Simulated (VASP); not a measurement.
# PdPt2S6 (P-31m) in VASP: single point with PBE

Aim: the single point of PdPt2S6 with PBE.

Program: VASP 6.6.1. These are calculated values, not measurements. Logs are shortened: lines on timing, memory, paths and dates and some standing lists are left out, and cuts for length are marked.

### 1 The cell of the first run

The structure is trigonal, space group P-31m (No. 162). Conventional cell: a = 6.185 Å, b = 6.185 Å, c = 6.317 Å, α = 90.00°, β = 90.00°, γ = 120.00°. Within 3.2 Å of Pd (site symmetry -3m) lie 6 S at 2.40 Å. Within 3.2 Å of Pt (site symmetry 32) lie 6 S at 2.40 Å. S (site symmetry m) has 2 Pt at 2.40 Å and 1 Pd at 2.40 Å and 3 S at 3.21 Å within 3.3 Å.

### 2 Single point, PBE

POSCAR

```
PdPt2S6
1.0
    6.1846191769      0.0000000000      0.0000000000
   -3.0923095885      5.3560373200      0.0000000000
    0.0000000000      0.0000000000      6.3169112000
Pd Pt S
1 2 6
Direct
    0.0000000000      0.0000000000      0.0000000000
    0.6666666667      0.3333333333      0.0000000000
    0.3333333333      0.6666666667      0.0000000000
    0.0000000000      0.3337650000      0.1949000000
    0.6662350000      0.6662350000      0.1949000000
    0.3337650000      0.0000000000      0.1949000000
    0.3337650000      0.3337650000      0.8051000000
    0.0000000000      0.6662350000      0.8051000000
    0.6662350000      0.0000000000      0.8051000000
```

INCAR.step1

```
SYSTEM = PdPt2S6
  PREC = Accurate
  ENCUT = 520
  EDIFF = 1E-7
  ISMEAR = 0
  SIGMA = 0.02
  LREAL = .FALSE.
  LASPH = .TRUE.
  NELM = 80
  ALGO = Normal
  ISIF = 2
  LWAVE = .FALSE.
  LCHARG = .TRUE.
  LMAXMIX = 4
  GGA = PE
  NBANDS = 43
```

KPOINTS.step1

```
regular mesh
0
G
  6 6 4
  0 0 0
```

INCAR.step2

```
SYSTEM = PdPt2S6
  PREC = Accurate
  ENCUT = 520
  EDIFF = 1E-7
  ISMEAR = -5
  SIGMA = 0.02
  LREAL = .FALSE.
  LASPH = .TRUE.
  NELM = 80
  ALGO = Normal
  ISIF = 2
  LWAVE = .FALSE.
  LCHARG = .FALSE.
  LMAXMIX = 4
  GGA = PE
  LORBIT = 10
  NEDOS = 1001
  ICHARG = 11
```

KPOINTS.step2

```
regular mesh
0
G
  9 9 6
  0 0 0
```

Potentials or basis: VASP PAW PBE potentials, release 64 (Pd, Pt, S).

Launch:

```sh
cat potpaw_PBE.64/Pd/POTCAR potpaw_PBE.64/Pt/POTCAR potpaw_PBE.64/S/POTCAR > POTCAR
cp INCAR.step1 INCAR
cp KPOINTS.step1 KPOINTS
mpirun -np 1 vasp_std > vasp.out
cp INCAR.step2 INCAR
cp KPOINTS.step2 KPOINTS
mpirun -np 1 vasp_std > vasp.out
```

OUTCAR:

```text
SYSTEM = PdPt2S6
   PREC = Accurate
   ENCUT = 520
   EDIFF = 1E-7
   ISMEAR = -5
   LREAL = .FALSE.
   LASPH = .TRUE.
   NELM = 80
   ISIF = 2
   GGA = PE
   LORBIT = 10
   ICHARG = 11

 ion  position               nearest neighbor table
   1  0.000  0.000  0.000-   6 2.40   9 2.40   7 2.40   5 2.40   8 2.40   4 2.40
   2  0.667  0.333  0.000-   4 2.40   9 2.40   8 2.40   6 2.40   7 2.40   5 2.40
   3  0.333  0.667  0.000-   8 2.40   6 2.40   4 2.40   9 2.40   5 2.40   7 2.40
   4  0.000  0.334  0.195-   2 2.40   3 2.40   1 2.40
   5  0.666  0.666  0.195-   3 2.40   2 2.40   1 2.40
   6  0.334  0.000  0.195-   3 2.40   2 2.40   1 2.40
   7  0.334  0.334  0.805-   2 2.40   3 2.40   1 2.40
   8  0.000  0.666  0.805-   3 2.40   2 2.40   1 2.40
   9  0.666  0.000  0.805-   2 2.40   3 2.40   1 2.40

  LATTYP: Found a hexagonal cell.
 ALAT       =     6.1846191769
 C/A-ratio  =     1.0213904881

  Lattice vectors:

 A1 = (   6.1846191769,   0.0000000000,   0.0000000000)
 A2 = (  -3.0923095885,   5.3560373200,   0.0000000000)
 A3 = (   0.0000000000,   0.0000000000,   6.3169112000)

Analysis of symmetry for initial positions (statically):
=====================================================================
 Subroutine PRICEL returns:
 Original cell was already a primitive cell.

 Routine SETGRP: Setting up the symmetry group for a
 hexagonal supercell.

 Subroutine GETGRP returns: Found 12 space group operations
 (whereof 12 operations were pure point group operations)
 out of a pool of 24 trial point group operations.

The static configuration has the point symmetry D_3d.

Analysis of symmetry for dynamics (positions and initial velocities):
=====================================================================
 Subroutine PRICEL returns:
 Original cell was already a primitive cell.

 Routine SETGRP: Setting up the symmetry group for a
 hexagonal supercell.

 Subroutine GETGRP returns: Found 12 space group operations
 (whereof 12 operations were pure point group operations)
 out of a pool of 24 trial point group operations.

The dynamic configuration has the point symmetry D_3d.

 Subroutine INISYM returns: Found 12 space group operations
 (whereof 12 operations are pure point group operations),
 and found     1 'primitive' translations

----------------------------------------------------------------------------------------

                                     Primitive cell

  volume of cell :     209.2480

  direct lattice vectors                    reciprocal lattice vectors
     6.184619177  0.000000000  0.000000000     0.161691443  0.093352598  0.000000000
    -3.092309589  5.356037320  0.000000000     0.000000000  0.186705196  0.000000000
     0.000000000  0.000000000  6.316911200     0.000000000  0.000000000  0.158305217

  length of vectors
     6.184619177  6.184619177  6.316911200     0.186705196  0.186705196  0.158305217

  position of ions in fractional coordinates (direct lattice)
     0.000000000  0.000000000  0.000000000
     0.666666667  0.333333333  0.000000000
     0.333333333  0.666666667  0.000000000
     1.000000000  0.333765000  0.194900000
     0.666235000  0.666235000  0.194900000
     0.333765000  0.000000000  0.194900000
     0.333765000  0.333765000  0.805100000
     1.000000000  0.666235000  0.805100000
     0.666235000  0.000000000  0.805100000

  ion indices of the primitive-cell ions
   primitive index   ion index
                 1           1
                 2           2
                 3           3
                 4           4
                 5           5
                 6           6
                 7           7
                 8           8
                 9           9

----------------------------------------------------------------------------------------

 KPOINTS: regular mesh

Automatic generation of k-mesh.
 Grid dimensions read from file:
 generate k-points for:    9    9    6

 Generating k-lattice:

  Cartesian coordinates                     Fractional coordinates (reciprocal lattice)
     0.017965716  0.010372511  0.000000000     0.111111111  0.000000000  0.000000000
     0.000000000  0.020745022  0.000000000     0.000000000  0.111111111  0.000000000
     0.000000000  0.000000000  0.026384203     0.000000000  0.000000000  0.166666667

  Length of vectors
     0.020745022  0.020745022  0.026384203

  Shift w.r.t. Gamma in fractional coordinates (k-lattice)
     0.000000000  0.000000000  0.000000000

 TETIRR: Found    925 inequivalent tetrahedra from     2916

 Subroutine IBZKPT returns following result:
 ===========================================

 Found     62 irreducible k-points:

 Following reciprocal coordinates:
            Coordinates               Weight
  0.000000  0.000000  0.000000      1.000000
  0.111111  0.000000  0.000000      6.000000
  0.222222  0.000000  0.000000      6.000000
  0.333333 -0.000000  0.000000      6.000000
  0.444444  0.000000  0.000000      6.000000
  0.111111  0.111111  0.000000      6.000000
[... 16 lines left out ...]
 -0.111111  0.444444  0.166667     12.000000
  0.444444  0.111111  0.166667      6.000000
 [... further k-points ...]
   k-points           NKPTS =     62   k-points in BZ     NKDIM =     62   number of bands    NBANDS=     39
   number of dos      NEDOS =   1001   number of ions     NIONS =      9
   total plane-waves  NPLWV = 110592
   dimension x,y,z NGX =    48 NGY =   48 NGZ =   48
   dimension x,y,z NGXF=    96 NGYF=   96 NGZF=   96
   ions per type =               1   2   6
   NGX,Y,Z   is equivalent  to a cutoff of  12.90, 12.90, 12.63 a.u.
   NGXF,Y,Z  is equivalent  to a cutoff of  25.81, 25.81, 25.26 a.u.
 SYSTEM =  PdPt2S6
   PREC   = accura    normal or accurate (medium, high low for compatibility)
   ISTART =      0    job   : 0-new  1-cont  2-samecut
   ICHARG =     11    charge: 1-file 2-atom 10-const
   ISPIN  =      1    spin polarized calculation?
   LNONCOLLINEAR =      F non collinear calculations
   LSORBIT =      F    spin-orbit coupling
   LASPH  =      T    aspherical Exc in radial PAW
   ENCUT  =  520.0 eV  38.22 Ry    6.18 a.u.  11.50 11.50 11.75*2*pi/ulx,y,z
   NELM   =     80;   NELMIN=  2; NELMDL=  0     # of ELM steps
   EDIFF  = 0.1E-06   stopping-criterion for ELM
   LREAL  =      F    real-space projection
   EDIFFG = 0.1E-05   stopping-criterion for IOM
   NSW    =      0    number of steps for IOM
   IBRION =     -1    ionic relax: 0-MD 1-quasi-New 2-CG
   NFREE  =      0    steps in history (QN), initial steepest desc. (CG)
   ISIF   =      2    stress and relaxation
   ISYM   =      2    0-nonsym 1-usesym 2-fastsym
   POTIM  = 0.5000    time-step for ionic-motion
   TEBEG  =    0.0;   TEEND  =   0.0 temperature during run
   PSTRESS=    0.0 pullay stress
   NELECT =      66.0000    total number of electrons
   NUPDOWN=      -1.0000    fix difference up-down
   EMIN   =  10.00;   EMAX   =-10.00  energy-range for DOS
   EFERMI =   0.00;   METHOD = LEGACY
   ISMEAR =    -5;   SIGMA  =   0.02  broadening in eV -4-tet -1-fermi 0-gaus
   EFERMI_NEDOS =   21; number of points for ismear=-14 and -15
   IALGO  =     38    algorithm
   IMIX   =      4    mixing-type and parameters
     AMIX     =   0.40;   BMIX     =  1.00
     AMIX_MAG =   1.60;   BMIX_MAG =  1.00
  volume/ion in A,a.u.               =      23.25       156.90
  Fermi-wavevector in a.u.,A,eV,Ry     =   1.114386  2.105884 16.896483  1.241856
  Thomas-Fermi vector in A             =   2.250981
   LORBIT       =     10    0 simple, 1 ext, 2 COOP (PROOUT), +10 PAW based schemes
   GGA     = PE    functional components
   LHFCALC =     F    Hartree Fock is set to
   AEXX    =    0.0000 exact exchange contribution
   IVDW    =     0    specifies the selected vdW correction
   LEPSILON=     F    determine dielectric tensor
   LRPA    =     F    only Hartree local field effects (RPA)
 non-spin polarized calculation
 Fermi weights with tetrahedron method with Bloechl corrections
  energy-cutoff  :      520.00
  volume of cell :      209.25
 maximum number of plane-waves:      5663
 NGX is ok and might be reduce to    48

 number of electron      65.9999998 magnetization

 Free energy of the ion-electron system (eV)
  ---------------------------------------------------
  ext. energy  EPLUGINS =         0.00000000
  ---------------------------------------------------
  free energy    TOTEN  =       -44.92476342 eV

  energy without entropy =      -44.92476342  energy(sigma->0) =      -44.92476342

 E-fermi :   3.3732     XC(G=0):  -9.0556

 val. band max:        3.3704279689   @ k =   0.4444   0.0000   0.0000
 cond. band min:       4.5194210674   @ k =  -0.2222   0.4444   0.3333
 fundamental gap:      1.1489930985
 Fermi energy:         3.3731975534

 k-point     1 :       0.0000    0.0000    0.0000
  band No.  band energies     occupation
      1     -10.6550      2.00000
      2      -8.8684      2.00000
      3      -8.8683      2.00000
      4      -8.8102      2.00000
      5      -8.8101      2.00000
      6      -8.5175      2.00000
[... 31 lines left out ...]
     38       6.1591      0.00000
     39       6.1591      0.00000

 k-point     2 :       0.1111    0.0000    0.0000
  band No.  band energies     occupation
      1     -10.6070      2.00000
      2      -8.9065      2.00000
      3      -8.8607      2.00000
      4      -8.8584      2.00000
      5      -8.8077      2.00000
      6      -8.5275      2.00000
[... 913 lines left out ...]
     38       5.7078      0.00000
     39       5.8902      0.00000

 k-point    24 :       0.4444    0.1111    0.1667
  band No.  band energies     occupation
      1      -9.8392      2.00000
      2      -9.6808      2.00000
      3      -9.1361      2.00000
      4      -8.8098      2.00000
      5      -8.7440      2.00000
      6      -8.6722      2.00000
[... 31 lines left out ...]
     38       5.7931      0.00000
     39       6.0178      0.00000

 [... further k-points ...]
[... 5 lines left out ...]
  --------------------------------------------------------------------------------------
  -------------------------------------------------------------------------------------
  Total       -0.4855062     -0.4855062     -0.2708511      0.0000000      0.0000000      0.0000000
  in kB       -3.7174404     -3.7174404     -2.0738620      0.0000000      0.0000000      0.0000000
  external PRESSURE =      -3.1695809 kB  Pullay stress =       0.0000000 kB

 VOLUME and BASIS-vectors are now :
 -----------------------------------------------------------------------------
  energy-cutoff  :      520.00
  volume of cell :      209.25
      direct lattice vectors                 reciprocal lattice vectors
     6.184619177  0.000000000  0.000000000     0.161691443  0.093352598  0.000000000
    -3.092309589  5.356037320  0.000000000     0.000000000  0.186705196  0.000000000
     0.000000000  0.000000000  6.316911200     0.000000000  0.000000000  0.158305217

 POSITION                                       TOTAL-FORCE (eV/Angst)
 -----------------------------------------------------------------------------------
      0.00000      0.00000      0.00000         0.000000      0.000000      0.000000
      3.09231      1.78535      0.00000        -0.000000      0.000000      0.000000
     -0.00000      3.57069      0.00000         0.000000      0.000000     -0.000000
     -1.03210      1.78766      1.23117        -0.004462      0.007729     -0.033146
      2.06020      3.56838      1.23117        -0.004462     -0.007729     -0.033146
      2.06421      0.00000      1.23117         0.008925      0.000000     -0.033146
      1.03210      1.78766      5.08575         0.004462      0.007729      0.033146
     -2.06020      3.56838      5.08575         0.004462     -0.007729      0.033146
      4.12041      0.00000      5.08575        -0.008925      0.000000      0.033146
 -----------------------------------------------------------------------------------
    total drift:                               -0.000000      0.000000      0.000000

  FREE ENERGIE OF THE ION-ELECTRON SYSTEM (eV)
  ---------------------------------------------------
  free  energy   TOTEN  =       -44.9247634175 eV

  energy  without entropy=      -44.9247634175  energy(sigma->0) =      -44.92476342

 total charge

# of ion       s       p       d       tot
------------------------------------------
    1        0.520   0.718   8.335   9.572
    2        0.684   0.767   7.953   9.403
    3        0.684   0.767   7.953   9.403
    4        1.362   2.266   0.000   3.628
    5        1.362   2.266   0.000   3.628
    6        1.362   2.266   0.000   3.628
    7        1.362   2.266   0.000   3.628
    8        1.362   2.266   0.000   3.628
    9        1.362   2.266   0.000   3.628
--------------------------------------------------
tot         10.059  15.848  24.240  50.148
```

Wall time 6.8 min (1 thread of Intel Xeon Platinum 8375C at 2.90GHz (Ice Lake), shared host); peak memory 0.61 GiB.

What came out:

- Valence electrons inside the program's atomic spheres: Pd 9.57; Pt 9.40; S 3.63

Caveat: spin-orbit coupling is left out, which moves the levels of the heavy elements; this functional lacks dispersion, which binds layers or chains, so the pressure and a relaxed spacing across them are unreliable.
